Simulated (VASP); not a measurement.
# Ga (I4/mmm) in VASP: further runs

The runs below take Ga through relaxation of cell and atoms, with PBEsol+D4, RPBE+D3(BJ).

Everything below comes from runs of VASP 6.6.1. Logs are shortened: lines on timing, memory, paths and dates and some standing lists are left out, and cuts for length are marked.

## Step 1: The cell of the first run

Symmetry: I4/mmm, No. 139, tetragonal system. Conventional cell: a = 2.769 Å, b = 2.769 Å, c = 4.622 Å, α = 90.00°, β = 90.00°, γ = 90.00°. Ga (site symmetry 4/mmm) has 12 Ga at 2.77 to 3.03 Å within 3.6 Å.

## Step 2: Relaxation of cell and atoms, PBEsol+D4

Input file INCAR:

```
SYSTEM = Ga
PREC = Accurate
ENCUT = 600
EDIFF = 1E-6
ISMEAR = -1
SIGMA = 0.05
LREAL = .False.
LASPH = .True.
NELM = 80
ALGO = Normal
ISIF = 3
LWAVE = .False.
LCHARG = .False.
GGA = PS
IVDW = 13
IBRION = 2
NSW = 60
EDIFFG = -0.01
```

Input file KPOINTS:

```
regular mesh
0
Gamma
  13 13 13
  0 0 0
```

Input file POSCAR:

```
Ga
1.0
   -1.3843987196      1.3843987196      2.3112238365
    1.3843987196     -1.3843987196      2.3112238365
    1.3843987196      1.3843987196     -2.3112238365
Ga
1
Direct
    0.0000000000      0.0000000000      0.0000000000
```

Potentials or basis: VASP PAW PBE potentials, release 64 (Ga_d).

The run is started by

```console
cat potpaw_PBE.64/Ga_d/POTCAR > POTCAR
mpirun -np 1 vasp_std > vasp.out
```

OUTCAR:

```text
SYSTEM = Ga
   PREC = Accurate
   ENCUT = 600
   EDIFF = 1E-6
   ISMEAR = -1
   LREAL = .False.
   LASPH = .True.
   NELM = 80
   ISIF = 3
   GGA = PS
   IVDW = 13
   IBRION = 2
   NSW = 60
   EDIFFG = -0.01

 ion  position               nearest neighbor table
   1  0.000  0.000  0.000-

  LATTYP: Found a body centered tetragonal cell.
 ALAT       =     2.7687974392
 C/A-ratio  =     1.6694784557

  Lattice vectors:

 A1 = (  -1.3843987196,   1.3843987196,   2.3112238365)
 A2 = (   1.3843987196,  -1.3843987196,   2.3112238365)
 A3 = (   1.3843987196,   1.3843987196,  -2.3112238365)

Analysis of symmetry for initial positions (statically):
=====================================================================
 Subroutine PRICEL returns:
 Original cell was already a primitive cell.

 Routine SETGRP: Setting up the symmetry group for a
 body centered tetragonal supercell.

 Subroutine GETGRP returns: Found 16 space group operations
 (whereof 16 operations were pure point group operations)
 out of a pool of 16 trial point group operations.

The static configuration has the point symmetry D_4h.

Analysis of symmetry for dynamics (positions and initial velocities):
=====================================================================
 Subroutine PRICEL returns:
 Original cell was already a primitive cell.

 Routine SETGRP: Setting up the symmetry group for a
 body centered tetragonal supercell.

 Subroutine GETGRP returns: Found 16 space group operations
 (whereof 16 operations were pure point group operations)
 out of a pool of 16 trial point group operations.

The dynamic configuration has the point symmetry D_4h.

 Subroutine INISYM returns: Found 16 space group operations
 (whereof 16 operations are pure point group operations),
 and found     1 'primitive' translations

----------------------------------------------------------------------------------------

                                     Primitive cell

  volume of cell :      17.7184

  direct lattice vectors                    reciprocal lattice vectors
    -1.384398720  1.384398720  2.311223836     0.000000000  0.361167627  0.216335602
     1.384398720 -1.384398720  2.311223836     0.361167627  0.000000000  0.216335602
     1.384398720  1.384398720 -2.311223836     0.361167627  0.361167627  0.000000000

  length of vectors
     3.029005654  3.029005654  3.029005654     0.421002550  0.421002550  0.510768156

  position of ions in fractional coordinates (direct lattice)
     0.000000000  0.000000000  0.000000000

  ion indices of the primitive-cell ions
   primitive index   ion index
                 1           1

----------------------------------------------------------------------------------------

 KPOINTS: regular mesh

Automatic generation of k-mesh.
 Grid dimensions read from file:
 generate k-points for:   13   13   13

 Generating k-lattice:

  Cartesian coordinates                     Fractional coordinates (reciprocal lattice)
     0.000000000  0.027782125  0.016641200     0.076923077  0.000000000  0.000000000
     0.027782125  0.000000000  0.016641200     0.000000000  0.076923077  0.000000000
     0.027782125  0.027782125  0.000000000     0.000000000  0.000000000  0.076923077

  Length of vectors
     0.032384812  0.032384812  0.039289858

  Shift w.r.t. Gamma in fractional coordinates (k-lattice)
     0.000000000  0.000000000  0.000000000

 Subroutine IBZKPT returns following result:
 ===========================================

 Found    196 irreducible k-points:

 Following reciprocal coordinates:
            Coordinates               Weight
  0.000000  0.000000  0.000000      1.000000
  0.076923 -0.000000  0.000000      8.000000
  0.153846 -0.000000  0.000000      8.000000
  0.230769  0.000000  0.000000      8.000000
  0.307692 -0.000000  0.000000      8.000000
  0.384615  0.000000 -0.000000      8.000000
[... 16 lines left out ...]
  0.384615  0.153846  0.000000     16.000000
  0.461538  0.153846 -0.000000     16.000000
 [... further k-points ...]
   k-points           NKPTS =    196   k-points in BZ     NKDIM =    196   number of bands    NBANDS=     10
   number of dos      NEDOS =    301   number of ions     NIONS =      1
   total plane-waves  NPLWV =  13824
   dimension x,y,z NGX =    24 NGY =   24 NGZ =   24
   dimension x,y,z NGXF=    48 NGYF=   48 NGZF=   48
   ions per type =               1
   NGX,Y,Z   is equivalent  to a cutoff of  13.17, 13.17, 13.17 a.u.
   NGXF,Y,Z  is equivalent  to a cutoff of  26.34, 26.34, 26.34 a.u.
 SYSTEM =  Ga
   PREC   = accura    normal or accurate (medium, high low for compatibility)
   ISTART =      0    job   : 0-new  1-cont  2-samecut
   ICHARG =      2    charge: 1-file 2-atom 10-const
   ISPIN  =      1    spin polarized calculation?
   LNONCOLLINEAR =      F non collinear calculations
   LSORBIT =      F    spin-orbit coupling
   LASPH  =      T    aspherical Exc in radial PAW
   ENCUT  =  600.0 eV  44.10 Ry    6.64 a.u.   6.05  6.05  6.05*2*pi/ulx,y,z
   NELM   =     80;   NELMIN=  2; NELMDL= -5     # of ELM steps
   EDIFF  = 0.1E-05   stopping-criterion for ELM
   LREAL  =      F    real-space projection
   EDIFFG = -.1E-01   stopping-criterion for IOM
   NSW    =     60    number of steps for IOM
   IBRION =      2    ionic relax: 0-MD 1-quasi-New 2-CG
   NFREE  =      1    steps in history (QN), initial steepest desc. (CG)
   ISIF   =      3    stress and relaxation
   ISYM   =      2    0-nonsym 1-usesym 2-fastsym
   POTIM  = 0.5000    time-step for ionic-motion
   TEBEG  =    0.0;   TEEND  =   0.0 temperature during run
   PSTRESS=    0.0 pullay stress
   NELECT =      13.0000    total number of electrons
   NUPDOWN=      -1.0000    fix difference up-down
   EMIN   =  10.00;   EMAX   =-10.00  energy-range for DOS
   EFERMI =   0.00;   METHOD = LEGACY
   ISMEAR =    -1;   SIGMA  =   0.05  broadening in eV -4-tet -1-fermi 0-gaus
   EFERMI_NEDOS =   21; number of points for ismear=-14 and -15
   IALGO  =     38    algorithm
   IMIX   =      4    mixing-type and parameters
     AMIX     =   0.40;   BMIX     =  1.00
     AMIX_MAG =   1.60;   BMIX_MAG =  1.00
  volume/ion in A,a.u.               =      17.72       119.57
  Fermi-wavevector in a.u.,A,eV,Ry     =   1.476549  2.790273 29.663375  2.180197
  Thomas-Fermi vector in A             =   2.591062
   LORBIT       =      0    0 simple, 1 ext, 2 COOP (PROOUT), +10 PAW based schemes
   GGA     = PS    functional components
   LHFCALC =     F    Hartree Fock is set to
   AEXX    =    0.0000 exact exchange contribution
   IVDW    =    13    specifies the selected vdW correction
   LEPSILON=     F    determine dielectric tensor
   LRPA    =     F    only Hartree local field effects (RPA)
 conjugate gradient relaxation of ions
 non-spin polarized calculation
  energy-cutoff  :      600.00
  volume of cell :       17.72
 maximum number of plane-waves:       622
   NGX = 13   NGY = 13   NGZ = 13

--------------------------------------- Ionic step        1  -------------------------------------------

 number of electron      12.9999997 magnetization

 Free energy of the ion-electron system (eV)
  ---------------------------------------------------
  ext. energy  EPLUGINS =         0.00000000
  ---------------------------------------------------
  free energy    TOTEN  =        -3.33745735 eV

  energy without entropy =       -3.33460651  energy(sigma->0) =       -3.33603193

------------------------ aborting loop because EDIFF is reached ----------------------------------------

  DFT-D4 for vdW energy calculation

  Edisp (eV):   -0.29577

  FORCE on cell =-STRESS in cart. coord.  units (eV):
  Direction    XX          YY          ZZ          XY          YZ          ZX
  --------------------------------------------------------------------------------------
  -------------------------------------------------------------------------------------
  Total      -0.30812    -0.30812    -0.32834     0.00000     0.00000     0.00000
  in kB     -27.86175   -27.86175   -29.68957     0.00000     0.00000     0.00000
  external pressure =      -28.47 kB  Pullay stress =        0.00 kB
[... 94 lines left out ...]
  FREE ENERGIE OF THE ION-ELECTRON SYSTEM (eV)
  ---------------------------------------------------
  free  energy   TOTEN  =        -3.6401837369 eV

  energy  without entropy=       -3.6374319974  energy(sigma->0) =       -3.63880787

[... ionic steps 4 to 7 ...]

--------------------------------------- Ionic step        8  -------------------------------------------

 number of electron      13.0000006 magnetization

------------------------ aborting loop because EDIFF is reached ----------------------------------------

  DFT-D4 for vdW energy calculation

  Edisp (eV):   -0.30892
[... 67 lines left out ...]
  energy  without entropy=       -3.6362081786  energy(sigma->0) =       -3.63788739

--------------------------------------- Ionic step       10  -------------------------------------------

 number of electron      13.0000006 magnetization

 Free energy of the ion-electron system (eV)
  ---------------------------------------------------
  ext. energy  EPLUGINS =         0.00000000
  ---------------------------------------------------
  free energy    TOTEN  =        -3.33165555 eV

  energy without entropy =       -3.32908975  energy(sigma->0) =       -3.33037265

 E-fermi :   6.4338     XC(G=0): -11.7179

 val. band max:        6.4136928520   @ k =  -0.4615   0.4615   0.1538
 cond. band min:       6.4523819240   @ k =   0.3846   0.2308   0.1538
 fundamental gap:      0.0386890720
 Fermi energy:         6.4338366536

 k-point     1 :       0.0000    0.0000    0.0000
  band No.  band energies     occupation
      1      -8.6086      2.00000
      2      -8.4315      2.00000
      3      -8.4305      2.00000
      4      -8.4305      2.00000
      5      -8.2488      2.00000
      6      -5.4630      2.00000
      7      19.9531      0.00000
      8      19.9759      0.00000
      9      19.9759      0.00000
     10      23.2237      0.00000
[... 287 lines left out ...]
 k-point    24 :       0.4615    0.1538   -0.0000
  band No.  band energies     occupation
      1      -8.5790      2.00000
      2      -8.4955      2.00000
      3      -8.4289      2.00000
      4      -8.2885      2.00000
      5      -8.1845      2.00000
      6       2.0137      2.00000
      7       2.6809      2.00000
      8      13.5089      0.00000
      9      14.8057      0.00000
     10      18.7493      0.00000

 [... further k-points ...]

------------------------ aborting loop because EDIFF is reached ----------------------------------------

  DFT-D4 for vdW energy calculation

  Edisp (eV):   -0.30930

  FORCE on cell =-STRESS in cart. coord.  units (eV):
  Direction    XX          YY          ZZ          XY          YZ          ZX
  --------------------------------------------------------------------------------------
  -------------------------------------------------------------------------------------
  Total      -0.00141    -0.00141     0.00310    -0.00000     0.00000     0.00000
  in kB      -0.13373    -0.13373     0.29399    -0.00000     0.00000     0.00000
  external pressure =        0.01 kB  Pullay stress =        0.00 kB
[... 16 lines left out ...]
  FREE ENERGIE OF THE ION-ELECTRON SYSTEM (eV)
  ---------------------------------------------------
  free  energy   TOTEN  =        -3.6409602977 eV

  energy  without entropy=       -3.6383944935  energy(sigma->0) =       -3.63967740

 reached required accuracy - stopping structural energy minimisation
```

Run time: 3.5 min. Hardware: 1 thread of Intel Xeon 8259CL, shared host; peak memory 0.18 GiB.

What came out:

| Item | Value |
| --- | --- |
| Free energy | -3.6410 eV |
| Relaxed volume | 16.89 Å³/atom |
| Relaxed cell | a = 2.961 Å, b = 2.961 Å, c = 2.961 Å, α = 124.63°, β = 124.63°, γ = 82.15° |
| Space group after relaxing (to 0.1 Å) | I4/mmm (No. 139) |
| Energy gained by relaxing | 7.7 meV/atom |
| Ionic steps | 10 |
| Pressure after relaxing | 0.0 GPa |
| Band gap on the k mesh | zero (an odd number of electrons rules out a gap without spin polarisation) |
| Dispersion energy per atom | -0.309 eV |

The path:
```tsv
step	energy change (eV)	largest force (eV/Å)	pressure (GPa)	volume (Å³)
1	0.0000	0.0000	-2.85	17.72
2	-0.0070	0.0000	-0.09	16.92
3	-0.0070	0.0000	0.31	16.89
4	-0.0070	0.0000	0.19	16.91
5	-0.0072	0.0000	0.02	16.96
6	-0.0072	0.0000	-0.32	17.03
7	-0.0073	0.0000	-0.30	17.00
8	-0.0077	0.0000	-0.10	16.91
9	-0.0063	0.0000	0.77	16.74
10	-0.0077	0.0000	0.00	16.89
```

Final structure:
```xyz
1
Lattice="-1.3755 1.3755 2.2318 1.3755 -1.3755 2.2318 1.3755 1.3755 -2.2318" Properties=species:S:1:pos:R:3 pbc="T T T"
Ga    0.0000    0.0000    0.0000
```

Levels at points of the mesh, in eV from the Fermi level:
| k point | band 4 | band 5 | band 6 | band 7 | band 8 | band 9 |
| --- | --- | --- | --- | --- | --- | --- |
| (0.00, 0.00, 0.00) | -14.86 | -14.68 | -11.90 | 13.52 | 13.54 | 13.54 |

Caveat: the PAW data sets were made with another functional, which shifts forces and pressure a little.

[end of part 1 of 2]
